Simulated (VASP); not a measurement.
A run of VASP 6.6.1:

INCAR

```
PREC = Accurate
ENCUT = 500
EDIFF = 1E-6
ISMEAR = 0
SIGMA = 0.1
LREAL = False
LASPH = True
NELM = 120
ALGO = Normal
ISIF = 2
LWAVE = False
LCHARG = False
GGA = PE
NBANDS = 18
GGA_COMPAT = False
```

Contents of KPOINTS:

```
regular mesh
0
Gamma
  6 6 6
```

The input POSCAR:

```
Y
1.0
    2.2188660377      1.2810629042      4.1146210402
   -2.2188660377      1.2810629042      4.1146210402
    0.0000000000     -2.5621258083      4.1146210402
Y
2
Direct
    0.2275400000      0.2275400000      0.2275400000
    0.7724600000      0.7724600000      0.7724600000
```

Potentials or basis: VASP PAW PBE potentials, release 64 (Y_sv).

Launch:

```sh
$ cat potpaw_PBE.64/Y_sv/POTCAR > POTCAR
$ mpirun -np 1 vasp_std > vasp.out
```

Hardware: 1 thread of Intel Xeon 8259CL, with other jobs on the host.

How long does it take, and how much memory?

It took 74 s on 1 thread of Intel Xeon 8259CL (shared host), peak memory 0.23 GiB. Counts: scf iterations 13, k points 32.
